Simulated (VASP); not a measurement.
# Y (Fd-3m) in VASP: single point with PBEsol

Aim: the single point of Y with PBEsol.

All numbers are computed with VASP 6.6.1; they aren't measurements. Logs are shortened: lines on timing, memory, paths and dates and some standing lists are left out, and cuts for length are marked.

### 1 The cell of the first run

It takes space group Fd-3m (No. 227, cubic). The conventional cell has a = 6.826 Å, b = 6.826 Å, c = 6.826 Å, α = 90.00°, β = 90.00°, γ = 90.00°. Within 3.9 Å of Y (site symmetry -43m) lie 4 Y at 2.96 Å.

This isn't the form of Y at room conditions, which is hcp.

### 2 Single point, PBEsol (39.75 Å³/atom)

POSCAR

```
Y
1.0
    0.0000000000      3.4128974680      3.4128974680
    3.4128974680      0.0000000000      3.4128974680
    3.4128974680      3.4128974680      0.0000000000
Y
2
Direct
   -0.1250000000     -0.1250000000     -0.1250000000
    0.1250000000      0.1250000000      0.1250000000
```

INCAR.step1

```
  PREC = Accurate
  ENCUT = 520
  EDIFF = 1E-6
  ISMEAR = -1
  SIGMA = 0.08
  LREAL = False
  LASPH = True
  NELM = 100
  ALGO = Normal
  ISIF = 2
  LWAVE = False
  LCHARG = True
  LMAXMIX = 4
  GGA = PS
  NBANDS = 18
```

KPOINTS.step1

```
regular mesh
0
Gamma
  10 10 10
```

INCAR.step2

```
  PREC = Accurate
  ENCUT = 520
  EDIFF = 1E-6
  ISMEAR = -5
  SIGMA = 0.08
  LREAL = False
  LASPH = True
  NELM = 100
  ALGO = Normal
  ISIF = 2
  LWAVE = False
  LCHARG = False
  LMAXMIX = 4
  GGA = PS
  LORBIT = 10
  NEDOS = 1001
  ICHARG = 11
```

KPOINTS.step2

```
regular mesh
0
Gamma
  15 15 15
```

Potentials or basis: VASP PAW PBE potentials, release 64 (Y_sv).

Launch:

```
$ cat potpaw_PBE.64/Y_sv/POTCAR > POTCAR
$ cp INCAR.step1 INCAR
$ cp KPOINTS.step1 KPOINTS
$ mpirun -np 1 vasp_std > vasp.out
$ cp INCAR.step2 INCAR
$ cp KPOINTS.step2 KPOINTS
$ mpirun -np 1 vasp_std > vasp.out
```

OUTCAR:

```text
PREC = Accurate
   ENCUT = 520
   EDIFF = 1E-6
   ISMEAR = -5
   LREAL = False
   LASPH = True
   NELM = 100
   ISIF = 2
   GGA = PS
   LORBIT = 10
   ICHARG = 11

 ion  position               nearest neighbor table
   1  0.875  0.875  0.875-   2 2.96   2 2.96   2 2.96   2 2.96
   2  0.125  0.125  0.125-   1 2.96   1 2.96   1 2.96   1 2.96

  LATTYP: Found a face centered cubic cell.
 ALAT       =     6.8257949360

  Lattice vectors:

 A1 = (   0.0000000000,   3.4128974680,   3.4128974680)
 A2 = (   3.4128974680,   0.0000000000,   3.4128974680)
 A3 = (   3.4128974680,   3.4128974680,   0.0000000000)

Analysis of symmetry for initial positions (statically):
=====================================================================
 Subroutine PRICEL returns:
 Original cell was already a primitive cell.

 Routine SETGRP: Setting up the symmetry group for a
 face centered cubic supercell.

 Subroutine GETGRP returns: Found 48 space group operations
 (whereof 12 operations were pure point group operations)
 out of a pool of 48 trial point group operations.

The static configuration has the point symmetry D_3d.
 The point group associated with its full space group is O_h .

Analysis of symmetry for dynamics (positions and initial velocities):
=====================================================================
 Subroutine PRICEL returns:
 Original cell was already a primitive cell.

 Routine SETGRP: Setting up the symmetry group for a
 face centered cubic supercell.

 Subroutine GETGRP returns: Found 48 space group operations
 (whereof 12 operations were pure point group operations)
 out of a pool of 48 trial point group operations.

The dynamic configuration has the point symmetry D_3d.
 The point group associated with its full space group is O_h .

 Subroutine INISYM returns: Found 48 space group operations
 (whereof 12 operations are pure point group operations),
 and found     1 'primitive' translations

----------------------------------------------------------------------------------------

                                     Primitive cell

  volume of cell :      79.5060

  direct lattice vectors                    reciprocal lattice vectors
     0.000000000  3.412897468  3.412897468    -0.146503083  0.146503083  0.146503083
     3.412897468  0.000000000  3.412897468     0.146503083 -0.146503083  0.146503083
     3.412897468  3.412897468  0.000000000     0.146503083  0.146503083 -0.146503083

  length of vectors
     4.826565886  4.826565886  4.826565886     0.253750783  0.253750783  0.253750783

  position of ions in fractional coordinates (direct lattice)
     0.875000000  0.875000000  0.875000000
     0.125000000  0.125000000  0.125000000

  ion indices of the primitive-cell ions
   primitive index   ion index
                 1           1
                 2           2

----------------------------------------------------------------------------------------

 KPOINTS: regular mesh

Automatic generation of k-mesh.
 Grid dimensions read from file:
 generate k-points for:   15   15   15

 Generating k-lattice:

  Cartesian coordinates                     Fractional coordinates (reciprocal lattice)
    -0.009766872  0.009766872  0.009766872     0.066666667  0.000000000  0.000000000
     0.009766872 -0.009766872  0.009766872     0.000000000  0.066666667  0.000000000
     0.009766872  0.009766872 -0.009766872     0.000000000  0.000000000  0.066666667

  Length of vectors
     0.016916719  0.016916719  0.016916719

  Shift w.r.t. Gamma in fractional coordinates (k-lattice)
     0.000000000  0.000000000  0.000000000

 TETIRR: Found    484 inequivalent tetrahedra from    20250

 Subroutine IBZKPT returns following result:
 ===========================================

 Found    120 irreducible k-points:

 Following reciprocal coordinates:
            Coordinates               Weight
  0.000000  0.000000  0.000000      1.000000
  0.066667  0.000000  0.000000      8.000000
  0.133333  0.000000  0.000000      8.000000
  0.200000  0.000000  0.000000      8.000000
  0.266667  0.000000  0.000000      8.000000
  0.333333  0.000000  0.000000      8.000000
[... 16 lines left out ...]
  0.133333  0.133333  0.000000      6.000000
  0.200000  0.133333  0.000000     24.000000
 [... further k-points ...]
   k-points           NKPTS =    120   k-points in BZ     NKDIM =    120   number of bands    NBANDS=     15
   number of dos      NEDOS =   1001   number of ions     NIONS =      2
   total plane-waves  NPLWV =  46656
   dimension x,y,z NGX =    36 NGY =   36 NGZ =   36
   dimension x,y,z NGXF=    72 NGYF=   72 NGZF=   72
   ions per type =               2
   NGX,Y,Z   is equivalent  to a cutoff of  12.40, 12.40, 12.40 a.u.
   NGXF,Y,Z  is equivalent  to a cutoff of  24.80, 24.80, 24.80 a.u.
 SYSTEM =  unknown system
   PREC   = accura    normal or accurate (medium, high low for compatibility)
   ISTART =      0    job   : 0-new  1-cont  2-samecut
   ICHARG =     11    charge: 1-file 2-atom 10-const
   ISPIN  =      1    spin polarized calculation?
   LNONCOLLINEAR =      F non collinear calculations
   LSORBIT =      F    spin-orbit coupling
   LASPH  =      T    aspherical Exc in radial PAW
   ENCUT  =  520.0 eV  38.22 Ry    6.18 a.u.   8.97  8.97  8.97*2*pi/ulx,y,z
   NELM   =    100;   NELMIN=  2; NELMDL=  0     # of ELM steps
   EDIFF  = 0.1E-05   stopping-criterion for ELM
   LREAL  =      F    real-space projection
   EDIFFG = 0.1E-04   stopping-criterion for IOM
   NSW    =      0    number of steps for IOM
   IBRION =     -1    ionic relax: 0-MD 1-quasi-New 2-CG
   NFREE  =      0    steps in history (QN), initial steepest desc. (CG)
   ISIF   =      2    stress and relaxation
   ISYM   =      2    0-nonsym 1-usesym 2-fastsym
   POTIM  = 0.5000    time-step for ionic-motion
   TEBEG  =    0.0;   TEEND  =   0.0 temperature during run
   PSTRESS=    0.0 pullay stress
   NELECT =      22.0000    total number of electrons
   NUPDOWN=      -1.0000    fix difference up-down
   EMIN   =  10.00;   EMAX   =-10.00  energy-range for DOS
   EFERMI =   0.00;   METHOD = LEGACY
   ISMEAR =    -5;   SIGMA  =   0.08  broadening in eV -4-tet -1-fermi 0-gaus
   EFERMI_NEDOS =   21; number of points for ismear=-14 and -15
   IALGO  =     38    algorithm
   IMIX   =      4    mixing-type and parameters
     AMIX     =   0.40;   BMIX     =  1.00
     AMIX_MAG =   1.60;   BMIX_MAG =  1.00
  volume/ion in A,a.u.               =      39.75       268.27
  Fermi-wavevector in a.u.,A,eV,Ry     =   1.066799  2.015957 15.484240  1.138060
  Thomas-Fermi vector in A             =   2.202395
   LORBIT       =     10    0 simple, 1 ext, 2 COOP (PROOUT), +10 PAW based schemes
   GGA     = PS    functional components
   LHFCALC =     F    Hartree Fock is set to
   AEXX    =    0.0000 exact exchange contribution
   IVDW    =     0    specifies the selected vdW correction
   LEPSILON=     F    determine dielectric tensor
   LRPA    =     F    only Hartree local field effects (RPA)
 non-spin polarized calculation
 Fermi weights with tetrahedron method with Bloechl corrections
  energy-cutoff  :      520.00
  volume of cell :       79.51
 maximum number of plane-waves:      2166

 number of electron      22.0000001 magnetization

 Free energy of the ion-electron system (eV)
  ---------------------------------------------------
  ext. energy  EPLUGINS =         0.00000000
  ---------------------------------------------------
  free energy    TOTEN  =        -9.62969226 eV

  energy without entropy =       -9.62969226  energy(sigma->0) =       -9.62969226

 E-fermi :   1.5698     XC(G=0):  -8.6168

 val. band max:        1.5993349099   @ k =  -0.4000   0.4667   0.0667
 cond. band min:       1.5542748410   @ k =  -0.3333   0.3333   0.0000
 fundamental gap:     -0.0450600690
 Fermi energy:         1.5698178703

 k-point     1 :       0.0000    0.0000    0.0000
  band No.  band energies     occupation
      1     -41.5220      2.00000
      2     -41.1348      2.00000
      3     -21.7864      2.00000
      4     -21.7864      2.00000
      5     -21.7864      2.00000
      6     -21.0240      2.00000
      7     -21.0240      2.00000
      8     -21.0240      2.00000
      9      -2.1340      2.00000
     10       1.4913      2.00000
     11       1.4913      2.00000
     12       2.1326      0.00000
     13       2.1326      0.00000
     14       2.1326      0.00000
     15       3.8069      0.00000

 k-point     2 :       0.0667    0.0000    0.0000
  band No.  band energies     occupation
      1     -41.5189      2.00000
      2     -41.1381      2.00000
      3     -21.7907      2.00000
      4     -21.7907      2.00000
      5     -21.7863      2.00000
      6     -21.0246      2.00000
      7     -21.0193      2.00000
      8     -21.0193      2.00000
      9      -2.0767      2.00000
     10       1.4502      2.00000
     11       1.4502      2.00000
     12       2.1240      0.00000
     13       2.2052      0.00000
     14       2.2052      0.00000
     15       3.6788      0.00000
[... 365 lines left out ...]
      3     -21.8218      2.00000
      4     -21.8218      2.00000
      5     -21.7547      2.00000
      6     -21.0600      2.00000
      7     -20.9860      2.00000
      8     -20.9860      2.00000
      9      -1.8302      2.00000
     10       1.0897      2.00000
     11       1.6607     -0.23519
     12       2.2022      0.00000
     13       2.2022      0.00000
     14       2.5004      0.00000
     15       3.1576      0.00000

 k-point    24 :       0.2000    0.1333    0.0000
  band No.  band energies     occupation
      1     -41.4948      2.00000
      2     -41.1632      2.00000
      3     -21.8395      2.00000
      4     -21.8394      2.00000
      5     -21.7406      2.00000
      6     -21.0760      2.00000
      7     -20.9673      2.00000
      8     -20.9670      2.00000
      9      -1.6280      2.00000
     10       0.9738      2.00000
     11       1.7066     -0.21471
     12       2.1970      0.00000
     13       2.2681      0.00000
     14       2.6346      0.00000
     15       2.8675      0.00000

 [... further k-points ...]
[... 5 lines left out ...]
  --------------------------------------------------------------------------------------
  -------------------------------------------------------------------------------------
  Total        0.0350770      0.0350770      0.0350770     -0.0000000      0.0000000      0.0000000
  in kB        0.7068596      0.7068596      0.7068596     -0.0000000      0.0000000      0.0000000
  external PRESSURE =       0.7068596 kB  Pullay stress =       0.0000000 kB

 VOLUME and BASIS-vectors are now :
 -----------------------------------------------------------------------------
  energy-cutoff  :      520.00
  volume of cell :       79.51
      direct lattice vectors                 reciprocal lattice vectors
     0.000000000  3.412897468  3.412897468    -0.146503083  0.146503083  0.146503083
     3.412897468  0.000000000  3.412897468     0.146503083 -0.146503083  0.146503083
     3.412897468  3.412897468  0.000000000     0.146503083  0.146503083 -0.146503083

 POSITION                                       TOTAL-FORCE (eV/Angst)
 -----------------------------------------------------------------------------------
      5.97257      5.97257      5.97257         0.000000      0.000000      0.000000
      0.85322      0.85322      0.85322        -0.000000     -0.000000     -0.000000
 -----------------------------------------------------------------------------------
    total drift:                                0.000000      0.000000      0.000000

  FREE ENERGIE OF THE ION-ELECTRON SYSTEM (eV)
  ---------------------------------------------------
  free  energy   TOTEN  =        -9.6296922648 eV

  energy  without entropy=       -9.6296922648  energy(sigma->0) =       -9.62969226

 total charge

# of ion       s       p       d       f       tot
--------------------------------------------------
    1        2.326   6.050   1.181   0.014   9.570
    2        2.326   6.050   1.181   0.014   9.570
--------------------------------------------------
tot          4.651  12.101   2.362   0.027  19.140
```

It took 1.9 min on 1 thread of Intel Xeon Platinum 8259CL at 2.50GHz (Skylake/Cascade Lake), shared host; peak memory 0.3 GiB.

Results:

```yaml
Valence_electrons_inside_the_program's_atomic_spheres: Y 9.57
```

Caveat: the PAW data sets were made with another functional, which shifts forces and pressure a little.
